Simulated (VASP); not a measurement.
# NiGe (Pnma) in VASP: single point with PBE

Aim: the single point of NiGe with PBE.

All numbers are computed with VASP 6.6.1; they aren't measurements. Logs are shortened: lines on timing, memory, paths and dates and some standing lists are left out, and cuts for length are marked.

**1. The cell of the first run**

Symmetry: Pnma, No. 62, orthorhombic system. The conventional cell has a = 5.397 Å, b = 3.481 Å, c = 5.846 Å, α = 90.00°, β = 90.00°, γ = 90.00°. Within 3.1 Å of Ni (site symmetry m) lie 6 Ge at 2.35 to 2.53 Å and 4 Ni at 2.79 to 2.82 Å. Within 3.1 Å of Ge (site symmetry m) lie 6 Ni at 2.35 to 2.53 Å and 2 Ge at 2.87 Å.

**2. Single point, PBE**

The input, INCAR:

```
ALGO = Fast
EDIFF = 1E-6
ENCUT = 520
GGA = PE
ISIF = 2
ISMEAR = 0
LASPH = T
LCHARG = T
LELF = T
LREAL = F
LVHAR = T
LWAVE = F
NBANDS = 58
NELM = 60
PREC = Accurate
SIGMA = 0.15
```

The input, KPOINTS:

```
k-points
0
Gamma
  6 10 6
```

The input, POSCAR:

```
NiGe
1.0
    5.3966575032      0.0000000000      0.0000000000
    0.0000000000      3.4808800879      0.0000000000
    0.0000000000      0.0000000000      5.8460821537
Ni Ge
4 4
Direct
    0.9942832178      0.7500000000      0.1901826721
    0.0057167822      0.2500000000      0.8098173279
    0.5057167822      0.2500000000      0.6901826721
    0.4942832178      0.7500000000      0.3098173279
    0.8103269002      0.7500000000      0.5874320993
    0.1896730998      0.2500000000      0.4125679007
    0.6896730998      0.2500000000      0.0874320993
    0.3103269002      0.7500000000      0.9125679007
```

Potentials or basis: VASP PAW PBE potentials, release 64 (Ni, Ge_d).

The run is started by

```bash
$ cat potpaw_PBE.64/Ni/POTCAR potpaw_PBE.64/Ge_d/POTCAR > POTCAR
$ mpirun -np 1 vasp_std > vasp.out
```

OUTCAR:

```text
EDIFF = 1E-6
   ENCUT = 520
   GGA = PE
   ISIF = 2
   ISMEAR = 0
   LASPH = T
   LREAL = F
   NELM = 60
   PREC = Accurate

 ion  position               nearest neighbor table
   1  0.994  0.750  0.190-   8 2.35   6 2.41   6 2.41   7 2.47   7 2.47   5 2.53   4 2.79   4 2.79
                             2 2.82   2 2.82
   2  0.006  0.250  0.810-   7 2.35   5 2.41   5 2.41   8 2.47   8 2.47   6 2.53   3 2.79   3 2.79
                             1 2.82   1 2.82
   3  0.506  0.250  0.690-   6 2.35   8 2.41   8 2.41   5 2.47   5 2.47   7 2.53   2 2.79   2 2.79
                             4 2.82   4 2.82
   4  0.494  0.750  0.310-   5 2.35   7 2.41   7 2.41   6 2.47   6 2.47   8 2.53   1 2.79   1 2.79
                             3 2.82   3 2.82
   5  0.810  0.750  0.587-   4 2.35   2 2.41   2 2.41   3 2.47   3 2.47   1 2.53   6 2.87   6 2.87

   6  0.190  0.250  0.413-   3 2.35   1 2.41   1 2.41   4 2.47   4 2.47   2 2.53   5 2.87   5 2.87

   7  0.690  0.250  0.087-   2 2.35   4 2.41   4 2.41   1 2.47   1 2.47   3 2.53   8 2.87   8 2.87

   8  0.310  0.750  0.913-   1 2.35   3 2.41   3 2.41   2 2.47   2 2.47   4 2.53   7 2.87   7 2.87

  LATTYP: Found a simple orthorhombic cell.
 ALAT       =     3.4808800879
 B/A-ratio  =     1.5503715632
 C/A-ratio  =     1.6794839254

  Lattice vectors:

 A1 = (   0.0000000000,  -3.4808800879,   0.0000000000)
 A2 = (   5.3966575032,   0.0000000000,   0.0000000000)
 A3 = (   0.0000000000,   0.0000000000,   5.8460821537)

Analysis of symmetry for initial positions (statically):
=====================================================================
 Subroutine PRICEL returns:
 Original cell was already a primitive cell.

 Routine SETGRP: Setting up the symmetry group for a
 simple orthorhombic supercell.

 Subroutine GETGRP returns: Found  8 space group operations
 (whereof  2 operations were pure point group operations)
 out of a pool of  8 trial point group operations.

The static configuration has the point symmetry S_2 .
 The point group associated with its full space group is D_2h.

Analysis of symmetry for dynamics (positions and initial velocities):
=====================================================================
 Subroutine PRICEL returns:
 Original cell was already a primitive cell.

 Routine SETGRP: Setting up the symmetry group for a
 simple orthorhombic supercell.

 Subroutine GETGRP returns: Found  8 space group operations
 (whereof  2 operations were pure point group operations)
 out of a pool of  8 trial point group operations.
[... 113 lines left out ...]
   NELM   =     60;   NELMIN=  2; NELMDL= -5     # of ELM steps
   EDIFF  = 0.1E-05   stopping-criterion for ELM
   LREAL  =      F    real-space projection
[... 7 lines left out ...]
   TEBEG  =    0.0;   TEEND  =   0.0 temperature during run
   PSTRESS=    0.0 pullay stress
   NELECT =      96.0000    total number of electrons
   NUPDOWN=      -1.0000    fix difference up-down
   EMIN   =  10.00;   EMAX   =-10.00  energy-range for DOS
   EFERMI =   0.00;   METHOD = LEGACY
   ISMEAR =     0;   SIGMA  =   0.15  broadening in eV -4-tet -1-fermi 0-gaus
   EFERMI_NEDOS =   21; number of points for ismear=-14 and -15
   IALGO  =     68    algorithm
   IMIX   =      4    mixing-type and parameters
     AMIX     =   0.40;   BMIX     =  1.00
     AMIX_MAG =   1.60;   BMIX_MAG =  1.00
  volume/ion in A,a.u.               =      13.73        92.64
  Fermi-wavevector in a.u.,A,eV,Ry     =   1.565329  2.958043 33.337741  2.450255
  Thomas-Fermi vector in A             =   2.667821
   LORBIT       =      0    0 simple, 1 ext, 2 COOP (PROOUT), +10 PAW based schemes
   GGA     = PE    functional components
   LHFCALC =     F    Hartree Fock is set to
   AEXX    =    0.0000 exact exchange contribution
   IVDW    =     0    specifies the selected vdW correction
   LEPSILON=     F    determine dielectric tensor
   LRPA    =     F    only Hartree local field effects (RPA)
 non-spin polarized calculation
 RMM-DIIS sequential band-by-band and
 Gauss-broadening in eV      SIGMA  =   0.15
  energy-cutoff  :      520.00
  volume of cell :      109.82
 maximum number of plane-waves:      2986
   NGX = 21   NGY = 13   NGZ = 21

 number of electron      95.9999938 magnetization

 Free energy of the ion-electron system (eV)
  ---------------------------------------------------
  ext. energy  EPLUGINS =         0.00000000
  ---------------------------------------------------
  free energy    TOTEN  =       -42.42376182 eV

  energy without entropy =      -42.39457597  energy(sigma->0) =      -42.40916889

 E-fermi :   8.5830     XC(G=0): -12.4007

 val. band max:        8.5796793113   @ k =   0.0000   0.2000   0.3333
 cond. band min:       8.5842800917   @ k =   0.0000   0.4000   0.1667
 fundamental gap:      0.0046007804
 Fermi energy:         8.5830194490

 k-point     1 :       0.0000    0.0000    0.0000
  band No.  band energies     occupation
      1     -16.0709      2.00000
      2     -16.0588      2.00000
      3     -16.0526      2.00000
      4     -16.0498      2.00000
      5     -16.0332      2.00000
      6     -16.0154      2.00000
[... 1453 lines left out ...]
     57      16.3001      0.00000
     58      16.3172      0.00000

 [... further k-points ...]

------------------------ aborting loop because EDIFF is reached ----------------------------------------

  FORCE on cell =-STRESS in cart. coord.  units (eV):
  Direction    XX          YY          ZZ          XY          YZ          ZX
  --------------------------------------------------------------------------------------
  -------------------------------------------------------------------------------------
  Total        0.3400926      0.0907263      0.0521171     -0.0000000      0.0000000      0.0000000
  in kB        4.9616828      1.3236256      0.7603466     -0.0000000      0.0000000      0.0000000
  external PRESSURE =       2.3485517 kB  Pullay stress =       0.0000000 kB

 VOLUME and BASIS-vectors are now :
 -----------------------------------------------------------------------------
  energy-cutoff  :      520.00
  volume of cell :      109.82
      direct lattice vectors                 reciprocal lattice vectors
     5.396657503  0.000000000  0.000000000     0.185299882  0.000000000  0.000000000
     0.000000000  3.480880088  0.000000000     0.000000000  0.287283668  0.000000000
     0.000000000  0.000000000  5.846082154     0.000000000  0.000000000  0.171054729

 POSITION                                       TOTAL-FORCE (eV/Angst)
 -----------------------------------------------------------------------------------
      5.36581      2.61066      1.11182        -0.011514     -0.000000     -0.000567
      0.03085      0.87022      4.73426         0.011514      0.000000      0.000567
      2.72918      0.87022      4.03486         0.011514     -0.000000     -0.000567
      2.66748      2.61066      1.81122        -0.011514     -0.000000      0.000567
      4.37306      2.61066      3.43418        -0.007566     -0.000000     -0.002514
      1.02360      0.87022      2.41191         0.007566     -0.000000      0.002514
      3.72193      0.87022      0.51114         0.007566     -0.000000     -0.002514
      1.67473      2.61066      5.33495        -0.007566     -0.000000      0.002514
 -----------------------------------------------------------------------------------
    total drift:                               -0.000000     -0.000000      0.000000

  FREE ENERGIE OF THE ION-ELECTRON SYSTEM (eV)
  ---------------------------------------------------
  free  energy   TOTEN  =       -42.4237618192 eV

  energy  without entropy=      -42.3945759658  energy(sigma->0) =      -42.40916889
```

stdout:

```text
POSCAR found type information on POSCAR NiGe
 POSCAR found :  2 types and       8 ions
 scaLAPACK will be used
 LDA part: xc-table for (Slater+PW92), standard interpolation
 POSCAR, INCAR and KPOINTS ok, starting setup
 FFT: planning ... GRIDC
 FFT: planning ... GRID_SOFT
 FFT: planning ... GRID
 WAVECAR not read
 entering main loop
WARNING in EDDRMM: call to ZHEGV failed, returncode =   6  3     35
WARNING in EDDRMM: call to ZHEGV failed, returncode =   6  3     41
WARNING in EDDRMM: call to ZHEGV failed, returncode =   8  4     51
WARNING in EDDRMM: call to ZHEGV failed, returncode =   6  3     48
WARNING in EDDRMM: call to ZHEGV failed, returncode =   8  4     36
WARNING in EDDRMM: call to ZHEGV failed, returncode =   8  4     30
WARNING in EDDRMM: call to ZHEGV failed, returncode =   6  3     46
WARNING in EDDRMM: call to ZHEGV failed, returncode =   8  4     56
WARNING in EDDRMM: call to ZHEGV failed, returncode =   8  4     28
WARNING in EDDRMM: call to ZHEGV failed, returncode =   6  3     51
WARNING in EDDRMM: call to ZHEGV failed, returncode =   6  3     40
WARNING in EDDRMM: call to ZHEGV failed, returncode =   8  4     36
WARNING in EDDRMM: call to ZHEGV failed, returncode =   6  3     54
WARNING in EDDRMM: call to ZHEGV failed, returncode =   6  3     52
```

It took 20 min on 1 thread of Oxide Virtual Turin-like, shared host; peak memory 0.51 GiB.

What came out:

* Free energy: -42.4238 eV
* Pressure: 0.2 GPa
* Largest force: 0.012 eV/Å
* Band gap on the k mesh: zero (bands 48 and 49 overlap by 1.51 eV)

Forces in eV/Å, atoms in the order of the input:
```
Ni  -0.012  0.000 -0.001
Ni   0.012  0.000  0.001
Ni   0.012  0.000 -0.001
Ni  -0.012  0.000  0.001
Ge  -0.008  0.000 -0.003
Ge   0.008  0.000  0.003
Ge   0.008  0.000 -0.003
Ge  -0.008  0.000  0.003
```

Spin polarisation is off, so any magnetic state and its effect on volume and gap are missing.
